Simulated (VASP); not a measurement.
Input of a VASP 6.6.1 run:

Contents of INCAR:

```
SYSTEM = TlPtN
PREC = Accurate ; ENCUT = 520
EDIFF = 1E-7 ; ISMEAR = 0
SIGMA = 0.1 ; LREAL = .FALSE.
LASPH = .TRUE. ; NELM = 80
ALGO = Normal ; ISIF = 2
LWAVE = .FALSE. ; LCHARG = .FALSE.
GGA = PE ; NBANDS = 37
```

KPOINTS

```
regular mesh
0
G
  8 8 4
  0 0 0
```

The input POSCAR:

```
TlPtN
1.0
    4.3400830722      0.0000000000      0.0000000000
    0.0000000000      4.3400830722      0.0000000000
    0.0000000000      0.0000000000      7.7841758809
Tl Pt N
2 2 2
Direct
    0.0000000000      0.0000000000      0.7966267516
    0.0000000000      0.0000000000      0.2033732484
    0.5000000000      0.5000000000      0.1671592170
    0.5000000000      0.5000000000      0.8328407830
    0.5000000000      0.5000000000      0.4265997995
    0.5000000000      0.5000000000      0.5734002005
```

Potentials or basis: VASP PAW PBE potentials, release 64 (Tl_d, Pt, N).

Command:

```sh
$ cat potpaw_PBE.64/Tl_d/POTCAR potpaw_PBE.64/Pt/POTCAR potpaw_PBE.64/N/POTCAR > POTCAR
$ mpirun -np 1 vasp_std > vasp.out
```

Task: Predict the pressure.

Result: -3.3 GPa.

Task: What does it give for the band gap on the k mesh?

Result: Zero (bands 28 and 29 overlap by 1.16 eV).

Task: Estimate the largest force.

Result: 0.899 eV/Å.

Forces in eV/Å, atoms in the order of the input:
```
Tl   0.000  0.000 -0.002
Tl   0.000  0.000  0.002
Pt   0.000  0.000 -0.005
Pt   0.000  0.000  0.005
N    0.000  0.000 -0.899
N    0.000  0.000  0.899
```

Caveat: the standard files for N, O and F lose accuracy on very short bonds; the cell stands under tension; spin-orbit coupling is left out, which moves the levels of the heavy elements.
